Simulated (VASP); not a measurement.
Write the native input for VASP 6.6.1 that does the following.

```yaml
Task: single point
Functional: PBE
Potentials_or_basis: VASP PAW PBE potentials, release 64 (Ti_sv, O)
Cutoff: 520 eV
k_mesh: 10 × 10 × 10
Occupations: fermi-dirac, width 0.05 eV
Spin: no spin polarisation
Hubbard_terms: Ti d U = 2.0 eV
Dipole_correction: no
Further_INCAR_settings: ALGO = Normal; EDIFF = 1e-06; NBANDS = 33
```

The structure of TiO2 lies in POSCAR:

```
TiO2
1.0
   -1.8921000000      1.8921000000      4.7573000000
    1.8921000000     -1.8921000000      4.7573000000
    1.8921000000      1.8921000000     -4.7573000000
Ti O
2 4
Direct
    0.7500000000      0.2500000000      0.5000000000
    0.0000000000      0.0000000000      0.0000000000
    0.7919000000      0.7919000000      0.0000000000
    0.5419000000      0.0419000000      0.5000000000
    0.9581000000      0.4581000000      0.5000000000
    0.2081000000      0.2081000000      0.0000000000
```

These files were run (other wordings do the same):

INCAR

```
PREC = Accurate
ENCUT = 520
EDIFF = 1E-6
ISMEAR = -1
SIGMA = 0.05
LREAL = False
LASPH = True
NELM = 150
ALGO = Normal
ISIF = 2
LWAVE = False
LCHARG = False
LMAXMIX = 4
LDAU = True
LDAUTYPE = 2
LDAUL = 2 -1
LDAUU = 2 0
LDAUJ = 0 0
LDAUPRINT = 1
GGA = PE
NBANDS = 33
```

KPOINTS

```
regular mesh
0
Gamma
  10 10 10
```

Potentials or basis: VASP PAW PBE potentials, release 64 (Ti_sv, O).

The run is started by

```sh
$ cat potpaw_PBE.64/Ti_sv/POTCAR potpaw_PBE.64/O/POTCAR > POTCAR
$ mpirun -np 1 vasp_std > vasp.out
```

It gave:

```yaml
Pressure: 9.6 GPa
Largest_force: 0.177 eV/Å
Band_gap_on_the_k_mesh: 2.38 eV (least direct gap 2.73 eV)
```

Caveat: the cell stands under pressure.

Wall time 3 min on 1 thread of Intel(R) Xeon(R) 6975P-C (Granite Rapids), on a shared host, peak memory 0.37 GiB.
